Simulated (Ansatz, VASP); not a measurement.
## Two plane-wave programs on BiTe

File INCAR:

```
ALGO     = Normal         # electronic algorithm
EDIFF    = 1E-7           # SCF threshold, eV
ENCUT    = 520            # plane-wave cutoff, eV
GGA      = PE             # functional
ISIF     = 2              # what is computed and relaxed
ISMEAR   = -1             # smearing method
LASPH    = True           # aspherical terms in the spheres
LCHARG   = False          # write CHGCAR
LREAL    = False          # projectors in reciprocal space
LWAVE    = False          # write WAVECAR
NBANDS   = 18             # bands
NELM     = 100            # most SCF steps
PREC     = Accurate       # precision mode
SIGMA    = 0.1            # smearing width, eV
```

File KPOINTS:

```
k-points
0
Gamma
  6 6 6
```

Contents of POSCAR:

```
BiTe
1.0
    0.0000000000      3.2350000000      3.2350000000
    3.2350000000      0.0000000000      3.2350000000
    3.2350000000      3.2350000000      0.0000000000
Bi Te
1 1
Direct
   -0.0309119011     -0.0309119011      0.0309119011
    0.5000000000      0.5000000000      0.5000000000
```

Input for Ansatz:

```yaml
crystal:
  lattice:
    - [0.0, 3.235, 3.235]
    - [3.235, 0.0, 3.235]
    - [3.235, 3.235, 0.0]
  atoms:
    - { symbol: Bi, position: [-0.030911901081916538, -0.030911901081916538, 0.030911901081916538] }
    - { symbol: Te, position: [0.5, 0.5, 0.5] }
basis:
  ecutwfc: 476.19925930478996
kpoints:
  mp_grid:
    grid: [6, 6, 6]
    shift: [0.0, 0.0, 0.0]
hamiltonian:
  xc: pbe
  pseudopotentials:
    kind: paw
scf:
  occupations:
    method: fermi_dirac
    width: 0.1
output:
  forces: true
```

Alike in both runs: task single point; functional PBE; k mesh 6 × 6 × 6; occupations fermi-dirac, width 0.1 eV; no spin polarisation.

|  | VASP | Ansatz |
| --- | --- | --- |
| version | VASP 6.6.1 | Ansatz 0.2.0 |
| potentials or method | VASP PAW PBE potentials, release 64 (Bi_d, Te), cutoff 520 eV | plane waves, PAW |
| valence electrons in the cell | 21 | 31 |

```csv
,VASP,Ansatz,Ansatz less VASP
rms of the force components (eV/Å),0.343,0.340,-0.0031
```

Atom by atom the forces differ by 0.003 eV/Å (rms over components). VASP's potentials hold 21 valence electrons a cell and Ansatz's 31, so a difference there can come from the potentials and not from the codes.

Spin-orbit coupling is off throughout.
